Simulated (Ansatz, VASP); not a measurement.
TiAl in VASP and in Ansatz

```
Ti Al
1.0
     3.15647    0.00000    0.00000
     0.00000    3.15647   -0.03156
     0.00000   -0.03156    3.15647
Ti Al
1 1
Cartesian
  0.0000 0.0000 0.0000
  1.5782 1.5625 1.5625
```

Change from the starting cell: strain -0.0200 x Voigt [0, 0, 0, 1, 0, 0], atoms carried along.

Alike in both runs: task single point; functional PBEsol; k mesh 20 × 20 × 20; occupations gaussian, width 0.15 eV; no spin polarisation.

```csv
,VASP,Ansatz
version,VASP 6.6.1,Ansatz 0.2.0
potentials or method,"VASP PAW PBE potentials, release 64 (Ti_sv, Al), cutoff 520 eV","scalar-relativistic, plane waves, PAW"
valence electrons in the cell,15,15
```

|  | VASP | Ansatz | Ansatz less VASP |
| --- | --- | --- | --- |
| gap on the k mesh at the Fermi level (eV) | none | none | - |
| pressure (GPa) | 0.1 | 0.1 | -0.05 |
| traceless stress, the component that is largest in VASP (GPa) | 1.49 | 1.48 | -0.004 |

VASP's potentials were made for PBE, not for PBEsol. A gap of «none» marks a metal or a gap that the smearing closes. With one functional, cell and mesh, what is left measures potentials, basis and numerics.
